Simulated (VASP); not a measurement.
# Cu2H3 (Pmmm) in VASP: further runs

Cu2H3 is run at these levels: PBE; tasks: single point.

Everything below comes from runs of VASP 6.6.1. Logs are shortened: lines on timing, memory, paths and dates and some standing lists are left out, and cuts for length are marked.

## Step 1: The cell of the first run

The structure is orthorhombic, space group Pmmm (No. 47). The conventional cell has a = 3.292 Å, b = 4.050 Å, c = 4.882 Å, α = 90.00°, β = 90.00°, γ = 90.00°. Cu (site symmetry mmm) has 2 Cu at 2.02 Å and 4 H at 2.61 Å within 2.7 Å. Within 2.2 Å of Cu (site symmetry mmm) lie 2 H at 1.65 Å and 2 Cu at 2.02 Å. H (site symmetry mmm) has 2 Cu at 1.65 Å within 2.2 Å. H (site symmetry mmm) has 2 H at 1.65 Å within 2.2 Å. H (site symmetry mmm) has 2 H at 1.65 Å within 2.2 Å.

The cell was generated, and may not be a known phase.

## Step 2: Single point, PBE

The input, INCAR:

```
SYSTEM = Cu2H3
ALGO     = Normal         ! electronic algorithm
EDIFF    = 1E-6           ! SCF threshold, eV
ENCUT    = 520            ! plane-wave cutoff, eV
GGA      = PE             ! functional
ISIF     = 2              ! what is computed and relaxed
ISMEAR   = 0              ! smearing method
LASPH    = .True.         ! aspherical terms in the spheres
LCHARG   = .True.         ! write CHGCAR
LELF     = .True.         ! ELF
LREAL    = .False.        ! projectors in reciprocal space
LVHAR    = .True.       
LWAVE    = .False.        ! write WAVECAR
NBANDS   = 20             ! bands
NELM     = 100            ! most SCF steps
PREC     = Accurate       ! precision mode
SIGMA    = 0.1            ! smearing width, eV
```

The input, KPOINTS:

```
k-points
0
Gamma
  6 4 4
  0 0 0
```

The input, POSCAR:

```
Cu2H3
1.0
    3.2918257000      0.0000000000      0.0000000000
    0.0000000000      4.0495665500      0.0000000000
    0.0000000000      0.0000000000      4.8818395300
Cu H
2 3
Direct
    0.5000000000      0.5000000000      0.5000000000
    0.5000000000      0.0000000000      0.5000000000
    0.0000000000      0.0000000000      0.5000000000
    0.5000000000      0.0000000000      0.0000000000
    0.0000000000      0.0000000000      0.0000000000
```

Potentials or basis: VASP PAW PBE potentials, release 64 (Cu, H).

Started as:

```console
$ cat potpaw_PBE.64/Cu/POTCAR potpaw_PBE.64/H/POTCAR > POTCAR
$ mpirun -np 1 vasp_std > vasp.out
```

OUTCAR:

```text
SYSTEM = Cu2H3
   EDIFF = 1E-6
   ENCUT = 520
   GGA = PE
   ISIF = 2
   ISMEAR = 0
   LASPH = .True.
   LREAL = .False.
   NELM = 100
   PREC = Accurate

 ion  position               nearest neighbor table
   1  0.500  0.500  0.500-   2 2.02   2 2.02
   2  0.500  0.000  0.500-   3 1.65   3 1.65   1 2.02   1 2.02
   3  0.000  0.000  0.500-   2 1.65   2 1.65
   4  0.500  0.000  0.000-
   5  0.000  0.000  0.000-

  LATTYP: Found a simple orthorhombic cell.
 ALAT       =     3.2918257000
 B/A-ratio  =     1.2301886306
 C/A-ratio  =     1.4830188397

  Lattice vectors:

 A1 = (   3.2918257000,   0.0000000000,   0.0000000000)
 A2 = (   0.0000000000,   4.0495665500,   0.0000000000)
 A3 = (   0.0000000000,   0.0000000000,   4.8818395300)

Analysis of symmetry for initial positions (statically):
=====================================================================
 Subroutine PRICEL returns:
 Original cell was already a primitive cell.

 Routine SETGRP: Setting up the symmetry group for a
 simple orthorhombic supercell.

 Subroutine GETGRP returns: Found  8 space group operations
 (whereof  8 operations were pure point group operations)
 out of a pool of  8 trial point group operations.

The static configuration has the point symmetry D_2h.

Analysis of symmetry for dynamics (positions and initial velocities):
=====================================================================
 Subroutine PRICEL returns:
 Original cell was already a primitive cell.

 Routine SETGRP: Setting up the symmetry group for a
 simple orthorhombic supercell.

 Subroutine GETGRP returns: Found  8 space group operations
 (whereof  8 operations were pure point group operations)
 out of a pool of  8 trial point group operations.

The dynamic configuration has the point symmetry D_2h.

 Subroutine INISYM returns: Found  8 space group operations
 (whereof  8 operations are pure point group operations),
 and found     1 'primitive' translations

----------------------------------------------------------------------------------------

                                     Primitive cell

  volume of cell :      65.0772

  direct lattice vectors                    reciprocal lattice vectors
     3.291825700  0.000000000  0.000000000     0.303782791  0.000000000  0.000000000
     0.000000000  4.049566550  0.000000000     0.000000000  0.246940009  0.000000000
     0.000000000  0.000000000  4.881839530     0.000000000  0.000000000  0.204840817

  length of vectors
     3.291825700  4.049566550  4.881839530     0.303782791  0.246940009  0.204840817

  position of ions in fractional coordinates (direct lattice)
     0.500000000  0.500000000  0.500000000
     0.500000000  0.000000000  0.500000000
     0.000000000  0.000000000  0.500000000
     0.500000000  0.000000000  0.000000000
     0.000000000  0.000000000  0.000000000

  ion indices of the primitive-cell ions
   primitive index   ion index
                 1           1
                 2           2
                 3           3
                 4           4
                 5           5

----------------------------------------------------------------------------------------

 KPOINTS: k-points

Automatic generation of k-mesh.
 Grid dimensions read from file:
 generate k-points for:    6    4    4

 Generating k-lattice:

  Cartesian coordinates                     Fractional coordinates (reciprocal lattice)
     0.050630465  0.000000000  0.000000000     0.166666667  0.000000000  0.000000000
     0.000000000  0.061735002  0.000000000     0.000000000  0.250000000  0.000000000
     0.000000000  0.000000000  0.051210204     0.000000000  0.000000000  0.250000000

  Length of vectors
     0.050630465  0.061735002  0.051210204

  Shift w.r.t. Gamma in fractional coordinates (k-lattice)
     0.000000000  0.000000000  0.000000000

 Subroutine IBZKPT returns following result:
 ===========================================

 Found     36 irreducible k-points:

 Following reciprocal coordinates:
            Coordinates               Weight
  0.000000  0.000000  0.000000      1.000000
  0.166667  0.000000  0.000000      2.000000
  0.333333  0.000000  0.000000      2.000000
  0.500000  0.000000  0.000000      1.000000
  0.000000  0.250000  0.000000      2.000000
  0.166667  0.250000  0.000000      4.000000
[... 16 lines left out ...]
  0.333333  0.500000  0.250000      4.000000
  0.500000  0.500000  0.250000      2.000000
 [... further k-points ...]
   k-points           NKPTS =     36   k-points in BZ     NKDIM =     36   number of bands    NBANDS=     20
   number of dos      NEDOS =    301   number of ions     NIONS =      5
   total plane-waves  NPLWV =  25920
   dimension x,y,z NGX =    24 NGY =   30 NGZ =   36
   dimension x,y,z NGXF=    48 NGYF=   60 NGZF=   72
   ions per type =               2   3
   NGX,Y,Z   is equivalent  to a cutoff of  12.12, 12.32, 12.26 a.u.
   NGXF,Y,Z  is equivalent  to a cutoff of  24.24, 24.63, 24.52 a.u.
 SYSTEM =  Cu2H3
   PREC   = accura    normal or accurate (medium, high low for compatibility)
   ISTART =      0    job   : 0-new  1-cont  2-samecut
   ICHARG =      2    charge: 1-file 2-atom 10-const
   ISPIN  =      1    spin polarized calculation?
   LNONCOLLINEAR =      F non collinear calculations
   LSORBIT =      F    spin-orbit coupling
   LASPH  =      T    aspherical Exc in radial PAW
   ENCUT  =  520.0 eV  38.22 Ry    6.18 a.u.   6.12  7.53  9.08*2*pi/ulx,y,z
   NELM   =    100;   NELMIN=  2; NELMDL= -5     # of ELM steps
   EDIFF  = 0.1E-05   stopping-criterion for ELM
   LREAL  =      F    real-space projection
   EDIFFG = 0.1E-04   stopping-criterion for IOM
   NSW    =      0    number of steps for IOM
   IBRION =     -1    ionic relax: 0-MD 1-quasi-New 2-CG
   NFREE  =      0    steps in history (QN), initial steepest desc. (CG)
   ISIF   =      2    stress and relaxation
   ISYM   =      2    0-nonsym 1-usesym 2-fastsym
   POTIM  = 0.5000    time-step for ionic-motion
   TEBEG  =    0.0;   TEEND  =   0.0 temperature during run
   PSTRESS=    0.0 pullay stress
   NELECT =      25.0000    total number of electrons
   NUPDOWN=      -1.0000    fix difference up-down
   EMIN   =  10.00;   EMAX   =-10.00  energy-range for DOS
   EFERMI =   0.00;   METHOD = LEGACY
   ISMEAR =     0;   SIGMA  =   0.10  broadening in eV -4-tet -1-fermi 0-gaus
   EFERMI_NEDOS =   21; number of points for ismear=-14 and -15
   IALGO  =     38    algorithm
   IMIX   =      4    mixing-type and parameters
     AMIX     =   0.40;   BMIX     =  1.00
     AMIX_MAG =   1.60;   BMIX_MAG =  1.00
  volume/ion in A,a.u.               =      13.02        87.83
  Fermi-wavevector in a.u.,A,eV,Ry     =   1.190087  2.248937 19.270013  1.416306
  Thomas-Fermi vector in A             =   2.326179
   LORBIT       =      0    0 simple, 1 ext, 2 COOP (PROOUT), +10 PAW based schemes
   GGA     = PE    functional components
   LHFCALC =     F    Hartree Fock is set to
   AEXX    =    0.0000 exact exchange contribution
   IVDW    =     0    specifies the selected vdW correction
   LEPSILON=     F    determine dielectric tensor
   LRPA    =     F    only Hartree local field effects (RPA)
 non-spin polarized calculation
 Gauss-broadening in eV      SIGMA  =   0.10
  energy-cutoff  :      520.00
  volume of cell :       65.08
 maximum number of plane-waves:      1768
   NGX = 13   NGY = 15   NGZ = 19

 number of electron      24.9999946 magnetization

 Free energy of the ion-electron system (eV)
  ---------------------------------------------------
  ext. energy  EPLUGINS =         0.00000000
  ---------------------------------------------------
  free energy    TOTEN  =       -11.14434176 eV

  energy without entropy =      -11.13480024  energy(sigma->0) =      -11.13957100

 E-fermi :   0.4368     XC(G=0):  -8.4195

 val. band max:        0.4257453839   @ k =   0.3333   0.2500   0.0000
 cond. band min:       0.4464703818   @ k =   0.0000   0.2500   0.2500
 fundamental gap:      0.0207249979
 Fermi energy:         0.4367731626

 k-point     1 :       0.0000    0.0000    0.0000
  band No.  band energies     occupation
      1      -7.2522      2.00000
      2      -4.7902      2.00000
      3      -4.1611      2.00000
      4      -3.3629      2.00000
      5      -3.3264      2.00000
      6      -2.0723      2.00000
[... 12 lines left out ...]
     19      11.1024      0.00000
     20      11.4614      0.00000

 k-point     2 :       0.1667    0.0000    0.0000
  band No.  band energies     occupation
      1      -6.8504      2.00000
      2      -4.7560      2.00000
      3      -3.8951      2.00000
      4      -3.4679      2.00000
      5      -3.3141      2.00000
      6      -2.1682      2.00000
[... 12 lines left out ...]
     19      11.4640      0.00000
     20      11.8102      0.00000

 k-point     3 :       0.3333    0.0000    0.0000
  band No.  band energies     occupation
      1      -5.7546      2.00000
      2      -4.6524      2.00000
      3      -3.6609      2.00000
      4      -3.2895      2.00000
      5      -3.2479      2.00000
      6      -2.3383      2.00000
[... 12 lines left out ...]
     19      10.7413      0.00000
     20      11.7850      0.00000

 k-point     4 :       0.5000    0.0000    0.0000
  band No.  band energies     occupation
      1      -5.0213      2.00000
      2      -4.1997      2.00000
      3      -3.7502      2.00000
      4      -3.2771      2.00000
      5      -2.9831      2.00000
      6      -2.4148      2.00000
[... 12 lines left out ...]
     19      10.2277      0.00000
     20      10.6458      0.00000

 k-point     5 :       0.0000    0.2500    0.0000
  band No.  band energies     occupation
      1      -6.9087      2.00000
      2      -4.3775      2.00000
      3      -3.9724      2.00000
      4      -3.0832      2.00000
      5      -3.0478      2.00000
      6      -2.0379      2.00000
[... 12 lines left out ...]
     19       8.7036      0.00000
     20      12.9030      0.00000

 k-point     6 :       0.1667    0.2500    0.0000
  band No.  band energies     occupation
      1      -6.5074      2.00000
      2      -4.3086      2.00000
      3      -3.7504      2.00000
      4      -3.2070      2.00000
      5      -3.0336      2.00000
      6      -2.1261      2.00000
[... 12 lines left out ...]
     19       9.0056      0.00000
     20      12.0046      0.00000

 k-point     7 :       0.3333    0.2500    0.0000
  band No.  band energies     occupation
      1      -5.3909      2.00000
      2      -4.2326      2.00000
      3      -3.4135      2.00000
      4      -3.1241      2.00000
      5      -3.0048      2.00000
      6      -2.2807      2.00000
[... 12 lines left out ...]
     19       9.7225      0.00000
     20      10.5041      0.00000
[... 277 lines left out ...]
 k-point    20 :       0.5000    0.2500    0.2500
  band No.  band energies     occupation
      1      -4.3060      2.00000
      2      -4.1308      2.00000
      3      -3.3951      2.00000
      4      -3.0090      2.00000
      5      -2.5410      2.00000
      6      -2.4678      2.00000
[... 12 lines left out ...]
     19       9.7678      0.00000
     20      10.8667      0.00000

 k-point    21 :       0.0000    0.5000    0.2500
  band No.  band energies     occupation
      1      -6.3376      2.00000
      2      -4.1234      2.00000
      3      -2.9256      2.00000
      4      -2.6126      2.00000
      5      -2.5637      2.00000
      6      -2.3422      2.00000
[... 12 lines left out ...]
     19      10.4815      0.00000
     20      12.1345      0.00000

 k-point    22 :       0.1667    0.5000    0.2500
  band No.  band energies     occupation
      1      -5.9539      2.00000
      2      -3.8371      2.00000
      3      -2.9146      2.00000
      4      -2.8381      2.00000
      5      -2.5366      2.00000
      6      -2.1838      2.00000
[... 12 lines left out ...]
     19      10.3174      0.00000
     20      13.2430      0.00000

 k-point    23 :       0.3333    0.5000    0.2500
  band No.  band energies     occupation
      1      -4.9363      2.00000
      2      -3.1426      2.00000
      3      -3.0158      2.00000
      4      -2.8643      2.00000
      5      -2.4943      2.00000
      6      -2.2196      2.00000
[... 12 lines left out ...]
     19      10.2992      0.00000
     20      11.8370      0.00000

 k-point    24 :       0.5000    0.5000    0.2500
  band No.  band energies     occupation
      1      -4.1439      2.00000
      2      -3.0743      2.00000
      3      -2.9596      2.00000
      4      -2.4721      2.00000
      5      -2.4480      2.00000
      6      -2.3871      2.00000
[... 12 lines left out ...]
     19       9.1206      0.00000
     20      10.6296      0.00000

 [... further k-points ...]

------------------------ aborting loop because EDIFF is reached ----------------------------------------

  FORCE on cell =-STRESS in cart. coord.  units (eV):
  Direction    XX          YY          ZZ          XY          YZ          ZX
  --------------------------------------------------------------------------------------
  -------------------------------------------------------------------------------------
  Total       -7.4175948     14.4782334     -0.6135633      0.0000000      0.0000000      0.0000000
  in kB     -182.6185193    356.4489050    -15.1057085      0.0000000      0.0000000      0.0000000
  external PRESSURE =      52.9082257 kB  Pullay stress =       0.0000000 kB

 VOLUME and BASIS-vectors are now :
 -----------------------------------------------------------------------------
  energy-cutoff  :      520.00
  volume of cell :       65.08
      direct lattice vectors                 reciprocal lattice vectors
     3.291825700  0.000000000  0.000000000     0.303782791  0.000000000  0.000000000
     0.000000000  4.049566550  0.000000000     0.000000000  0.246940009  0.000000000
     0.000000000  0.000000000  4.881839530     0.000000000  0.000000000  0.204840817

 POSITION                                       TOTAL-FORCE (eV/Angst)
 -----------------------------------------------------------------------------------
      1.64591      2.02478      2.44092         0.000000      0.000000      0.000000
      1.64591      0.00000      2.44092         0.000000      0.000000      0.000000
      0.00000      0.00000      2.44092         0.000000      0.000000      0.000000
      1.64591      0.00000      0.00000         0.000000      0.000000      0.000000
      0.00000      0.00000      0.00000         0.000000      0.000000      0.000000
 -----------------------------------------------------------------------------------
    total drift:                                0.000000      0.000000     -0.000000

  FREE ENERGIE OF THE ION-ELECTRON SYSTEM (eV)
  ---------------------------------------------------
  free  energy   TOTEN  =       -11.1443417559 eV

  energy  without entropy=      -11.1348002386  energy(sigma->0) =      -11.13957100
```

It took 82 s on 1 thread of Oxide Virtual Turin-like, shared host; peak memory 0.15 GiB.

Results:

```yaml
Free_energy: -11.1443 eV
Pressure: 5.3 GPa
Band_gap_on_the_k_mesh: zero (an odd number of electrons rules out a gap without spin polarisation)
```

Stress tensor (GPa, compression positive):
```
-18.26   0.00   0.00
  0.00  35.64   0.00
  0.00   0.00  -1.51
```

Caveat: the k points lie up to 0.39 Å⁻¹ apart, too coarse for converged energies and pressures of a metal; an odd number of electrons without spin polarisation forces a metal; a magnetic or distorted state may lie lower.

## Step 3: Single point, PBE

This run uses another cell than the first one, of 13.25 Å³/atom.

Changes to INCAR since step 2:

```diff
@@ -8,6 +8,4 @@
 LASPH    = .True.         ! aspherical terms in the spheres
-LCHARG   = .True.         ! write CHGCAR
-LELF     = .True.         ! ELF
+LCHARG   = .False.        ! write CHGCAR
 LREAL    = .False.        ! projectors in reciprocal space
-LVHAR    = .True.       
 LWAVE    = .False.        ! write WAVECAR
```

KPOINTS is that of step 2.

Changes to POSCAR since step 2:

```diff
@@ -2,5 +2,5 @@
 1.0
-    3.2918257000      0.0000000000      0.0000000000
-    0.0000000000      4.0495665500      0.0000000000
-    0.0000000000      0.0000000000      4.8818395300
+    2.7719914269      0.0000000000      0.0000000000
+    0.0000000000      4.8145334129      0.0000000000
+    0.0000000000      0.0000000000      4.9632700273
 Cu H
```

Potentials or basis: VASP PAW PBE potentials, release 64 (Cu, H).

Started as:

```console
$ cat potpaw_PBE.64/Cu/POTCAR potpaw_PBE.64/H/POTCAR > POTCAR
$ mpirun -np 1 vasp_std > vasp.out
```

Wall time 94 s (1 thread of Oxide Virtual Turin-like, shared host); peak memory 0.17 GiB.

Results (log left out):

* Free energy: -13.1059 eV
* Pressure: 0.0 GPa
* Band gap on the k mesh: zero (an odd number of electrons rules out a gap without spin polarisation)

Stress tensor (GPa, compression positive):
```
-0.01  0.00  0.00
 0.00  0.27  0.00
 0.00  0.00 -0.21
```

Levels at points of the mesh, in eV from the Fermi level:
| k point | band 11 | band 12 | band 13 | band 14 | band 15 | band 16 |
| --- | --- | --- | --- | --- | --- | --- |
| (0.00, 0.00, 0.00) | -0.81 | -0.76 | 1.39 | 2.03 | 2.68 | 7.92 |
| (0.50, 0.00, 0.00) | -0.82 | -0.16 | 0.00 | 2.81 | 4.01 | 5.41 |
| (0.00, 0.50, 0.00) | -0.98 | -0.80 | -0.76 | 3.52 | 4.86 | 6.51 |
| (0.50, 0.50, 0.00) | -0.86 | -0.86 | 0.07 | 2.60 | 3.07 | 3.67 |
| (0.00, 0.00, 0.50) | -0.81 | -0.76 | 1.69 | 2.90 | 3.18 | 7.14 |
| (0.50, 0.00, 0.50) | -0.82 | -0.82 | -0.22 | 1.52 | 4.17 | 5.66 |
| (0.00, 0.50, 0.50) | -0.98 | -0.95 | -0.76 | 2.41 | 6.97 | 8.95 |
| (0.50, 0.50, 0.50) | -0.81 | -0.58 | -0.21 | 1.90 | 2.93 | 3.35 |

Caveat: the k points lie up to 0.38 Å⁻¹ apart, too coarse for converged energies and pressures of a metal; an odd number of electrons without spin polarisation forces a metal; a magnetic or distorted state may lie lower.

The gap in the log of VASP goes by the Fermi energy; the results here count the filled bands.